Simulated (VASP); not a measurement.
Te:

```xyz
1
Lattice="3.0023 0.0000 0.0000 0.0000 3.2744 0.0000 -0.2006 0.0000 3.3458" Properties=species:S:1:pos:R:3 pbc="T T T"
Te   -0.1003    0.0000    1.6729
```

- Program: VASP 6.6.1
- Task: relaxation of cell and atoms
- Functional: PBE
- Potentials or basis: VASP PAW PBE potentials, release 64 (Te)
- Cutoff: 600 eV
- k mesh: 6 × 6 × 6
- Occupations: gaussian, width 0.1 eV
- Spin: no spin polarisation

At the start: pressure 0.1 GPa; volume 32.89 Å³/atom.

Task: How do energy, volume and symmetry change on relaxing?

Result: Over 10 steps the energy falls by 10.0 meV/atom and the volume is 33.13 Å³/atom (+0.7 %); space group P4/mmm (No. 123, to 0.05 Å).

Step by step:
| step | energy change (eV) | largest force (eV/Å) | pressure (GPa) | volume (Å³) |
| --- | --- | --- | --- | --- |
| 1 | 0.0000 | 0.0000 | 0.12 | 32.89 |
| 2 | -0.0072 | 0.0000 | 0.10 | 33.00 |
| 3 | -0.0072 | 0.0000 | 0.10 | 33.00 |
| 4 | -0.0082 | 0.0000 | -0.10 | 33.11 |
| 5 | -0.0085 | 0.0000 | -0.29 | 33.21 |
| 6 | -0.0090 | 0.0000 | -0.25 | 33.20 |
| 7 | -0.0099 | 0.0000 | -0.14 | 33.17 |
| 8 | -0.0100 | 0.0000 | -0.10 | 33.16 |
| 9 | -0.0100 | 0.0000 | -0.11 | 33.16 |
| 10 | -0.0100 | 0.0000 | -0.05 | 33.13 |

Final structure:
```yaml
crystal:
  lattice:
    - [2.98194, 0.00000, 0.09110]
    - [0.00000, 3.33236, 0.00000]
    - [-0.09864, 0.00000, 3.33115]
  atoms:
    - { symbol: Te, position: [0.00000, 0.00000, 0.50000] }
```
